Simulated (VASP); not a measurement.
The system is LiPS3.

```
Li P S
1.0
     6.36433    0.00000    0.00000
    -3.18216    5.51167    0.00000
     0.00000    0.00000    5.70017
Li P S
2 2 6
Direct
  0.00000 0.00000 0.50000
  0.00000 0.00000 0.00000
  0.66667 0.33333 0.00000
  0.66667 0.33333 0.50000
  0.33585 0.00587 0.75000
  0.67002 0.66415 0.75000
  0.99413 0.32998 0.75000
  0.99413 0.66415 0.25000
  0.33585 0.32998 0.25000
  0.67002 0.00587 0.25000
```

The cell was built from a structure type or drawn by symmetry, and may not be a known phase.

| Item | Value |
| --- | --- |
| Program | VASP 6.6.1 |
| Task | relaxation of cell and atoms |
| Functional | PBE |
| Potentials or basis | VASP PAW PBE potentials, release 64 (Li_sv, P, S) |
| Cutoff | 750 eV |
| k mesh | 2 × 2 × 2 |
| Occupations | gaussian, width 0.15 eV |
| Spin | no spin polarisation |

At the start: pressure -8.8 GPa; volume 20.00 Å³/atom.

**Question.** Where does the relaxation end?

**Answer.** Over 9 steps the energy falls by 318.0 meV/atom and the volume is 17.96 Å³/atom (-10.2 %); space group P-6c2 (No. 188, to 0.1 Å) before and after.

The path:
```csv
step,energy change (eV),largest force (eV/Å),pressure (GPa),volume (Å³)
1,0.0000,2.3713,-8.77,199.95
2,-2.6236,1.2998,-0.27,169.75
3,-2.7147,0.8387,3.19,163.84
4,-2.7162,0.8916,2.75,164.52
5,-2.9868,0.4065,2.01,169.37
6,-3.0774,0.2963,1.62,174.16
7,-3.1644,0.2780,-1.01,182.19
8,-3.1738,0.1596,-0.44,180.22
9,-3.1796,0.0306,0.27,179.63
```

Final structure:
```cif
data_structure
_symmetry_space_group_name_H-M 'P 1'
_symmetry_Int_Tables_number 1
_cell_length_a 6.0749
_cell_length_b 6.0749
_cell_length_c 5.6203
_cell_angle_alpha 90.000
_cell_angle_beta 90.000
_cell_angle_gamma 120.000
_cell_volume 179.63
loop_
_atom_site_label
_atom_site_type_symbol
_atom_site_fract_x
_atom_site_fract_y
_atom_site_fract_z
_atom_site_occupancy
Li1 Li 0.00000 0.00000 0.50000 1
Li2 Li 0.00000 0.00000 0.00000 1
P1 P 0.66667 0.33333 0.00000 1
P2 P 0.66667 0.33333 0.50000 1
S1 S 0.38388 0.03486 0.75000 1
S2 S 0.65099 0.61612 0.75000 1
S3 S 0.96514 0.34901 0.75000 1
S4 S 0.96514 0.61612 0.25000 1
S5 S 0.38388 0.34901 0.25000 1
S6 S 0.65099 0.03486 0.25000 1
```

Caveat: the k points lie up to 0.60 Å⁻¹ apart in the final cell, too coarse for converged energies and pressures of a metal.
